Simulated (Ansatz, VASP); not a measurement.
# Two plane-wave programs on BaHfO3

INCAR

```
ALGO = Normal ; EDIFF = 1E-6
ENCUT = 520 ; GGA = PE
ISIF = 2 ; ISMEAR = 0
LASPH = T ; LCHARG = T
LELF = T ; LREAL = F
LVHAR = T ; LWAVE = F
NBANDS = 49 ; NELM = 80
PREC = Accurate ; SIGMA = 0.1
```

File KPOINTS:

```
k-points
0
Gamma
  3 3 4
```

The input POSCAR:

```
BaHfO3
1.0
    6.1637400000      0.0000000000      0.0000000000
   -3.0818700000      5.3379554200      0.0000000000
    0.0000000000      0.0000000000      5.1775416000
Ba Hf O
2 2 6
Direct
    0.3333333300      0.6666666700      0.7500000000
    0.6666666700      0.3333333300      0.2500000000
    0.0000000000      0.0000000000      0.0000000000
    0.0000000000      0.0000000000      0.5000000000
    0.8333333300      0.6666666700      0.7500000000
    0.3333333300      0.1666666700      0.7500000000
    0.8333333300      0.1666666700      0.7500000000
    0.1666666700      0.3333333300      0.2500000000
    0.6666666700      0.8333333300      0.2500000000
    0.1666666700      0.8333333300      0.2500000000
```

Input for Ansatz:

```yaml
crystal:
  lattice:
    - [6.16374, 0.0, 0.0]
    - [-3.08187, 5.33795542, 0.0]
    - [0.0, 0.0, 5.1775416]
  atoms:
    - { symbol: Ba, position: [0.33333333, 0.66666667, 0.75] }
    - { symbol: Ba, position: [0.66666667, 0.33333333, 0.25] }
    - { symbol: Hf, position: [0.0, 0.0, 0.0] }
    - { symbol: Hf, position: [0.0, 0.0, 0.5] }
    - { symbol: O, position: [0.83333333, 0.66666667, 0.75] }
    - { symbol: O, position: [0.33333333, 0.16666667, 0.75] }
    - { symbol: O, position: [0.83333333, 0.16666667, 0.75] }
    - { symbol: O, position: [0.16666667, 0.33333333, 0.25] }
    - { symbol: O, position: [0.66666667, 0.83333333, 0.25] }
    - { symbol: O, position: [0.16666667, 0.83333333, 0.25] }
basis:
  ecutwfc: 420
kpoints:
  mp_grid: { grid: [3, 3, 4] }
hamiltonian:
  xc: pbe
scf:
  occupations: { method: gaussian, width: 0.1 }
  lower_state_search: "off"
output:
  forces: true
  stress: true
  eigenvalues: true
```

Alike in both runs: task single point; functional PBE; k mesh 3 × 3 × 4; occupations gaussian, width 0.1 eV; no spin polarisation.

```csv
,VASP,Ansatz
version,VASP 6.6.1,Ansatz 0.2.0
potentials or method,"VASP PAW PBE potentials, release 64 (Ba_sv, Hf_pv, O), cutoff 520 eV","scalar-relativistic, plane waves, PAW"
valence electrons in the cell,76,108
```

```csv
,VASP,Ansatz,Ansatz less VASP
gap on the k mesh at the Fermi level (eV),1.03,1.07,+0.041
least direct gap on the mesh (eV),1.03,1.07,+0.041
pressure (GPa),-7.5,-6.9,+0.57
"traceless stress, the component that is largest in VASP (GPa)",14.49,14.82,+0.325
rms of the force components (eV/Å),1.358,1.279,-0.0786
```

Atom by atom the forces differ by 0.079 eV/Å (rms over components). VASP's potentials hold 76 valence electrons a cell and Ansatz's 108, so a difference there can come from the potentials and not from the codes.

Spin-orbit coupling is off throughout.
